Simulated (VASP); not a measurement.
Sb: relaxation of cell and atoms with r2SCAN

The system is Sb.

```xyz
2
Lattice="-3.0415 3.0415 1.6592 3.0415 -3.0415 1.6592 3.0415 3.0415 -1.6592" Properties=species:S:1:pos:R:3 pbc="T T T"
Sb    0.0000    0.0000    0.0000
Sb    0.0000    3.0415    0.8296
```

| Property | Result |
| --- | --- |
| Program | VASP 6.6.1 |
| Task | relaxation of cell and atoms |
| Functional | r2SCAN |
| Potentials or basis | VASP PAW PBE potentials, release 64 (Sb) |
| Cutoff | 550 eV |
| k mesh | 18 × 18 × 18 |
| Occupations | gaussian, width 0.1 eV |
| Spin | no spin polarisation |
| Dipole correction | no |
| Further INCAR settings | ALGO = Normal; EDIFF = 1e-07; IBRION = 2; EDIFFG = -0.01; NSW = 100; ISIF = 3 |

| Property | Result |
| --- | --- |
| Relaxed volume | 29.09 Å³/atom |
| Relaxed cell | a = 4.563 Å, b = 4.563 Å, c = 4.563 Å, α = 96.98°, β = 96.98°, γ = 139.20° |
| Space group after relaxing (to 0.1 Å) | I4_1/amd (No. 141) |
| Energy gained by relaxing | 20.1 meV/atom |
| Ionic steps | 8 |
| Pressure after relaxing | 0.0 GPa |
| Band gap on the k mesh | zero (bands 5 and 6 overlap by 6.22 eV) |

The path:
```csv
step,energy change (eV),largest force (eV/Å),pressure (GPa),volume (Å³)
1,0.0000,0.0000,-2.80,61.39
2,-0.0295,0.0000,1.64,56.75
3,-0.0347,0.0000,0.26,57.97
4,-0.0393,0.0000,0.18,58.01
5,-0.0400,0.0000,0.16,58.03
6,-0.0400,0.0000,0.16,58.03
7,-0.0401,0.0000,-0.11,58.28
8,-0.0401,0.0000,0.01,58.17
```

Final structure:
```xyz
2
Lattice="-3.0240 3.0240 1.5903 3.0240 -3.0240 1.5903 3.0240 3.0240 -1.5903" Properties=species:S:1:pos:R:3 pbc="T T T"
Sb    3.0240    3.0240   -1.5903
Sb    0.0000    3.0240    0.7952
```

Levels at points of the mesh, in eV from the Fermi level:
| k point | band 1 | band 2 | band 3 | band 4 | band 5 | band 6 | band 7 | band 8 | band 9 |
| --- | --- | --- | --- | --- | --- | --- | --- | --- | --- |
| (0.00, 0.00, 0.00) | -13.13 | -7.32 | -3.71 | -3.71 | 2.50 | 3.65 | 3.65 | 4.71 | 4.83 |
| (0.50, 0.00, 0.00) | -9.42 | -7.60 | -4.53 | -3.50 | -2.70 | 0.71 | 1.36 | 2.18 | 5.99 |
| (0.50, 0.50, 0.00) | -11.15 | -11.15 | -1.39 | -1.39 | -0.64 | -0.64 | 4.45 | 4.45 | 8.41 |
| (0.50, 0.50, 0.50) | -10.36 | -10.36 | -5.95 | -5.95 | 3.69 | 3.69 | 5.97 | 5.97 | 10.48 |

Run time: 19 min on 4 MPI ranks on Intel(R) Xeon(R) 6975P-C (Granite Rapids), with other jobs on the host, peak memory 0.43 GiB a rank.

Caveat: the PAW data sets were made with another functional, which shifts forces and pressure a little; spin-orbit coupling is left out, which moves the levels of the heavy elements.
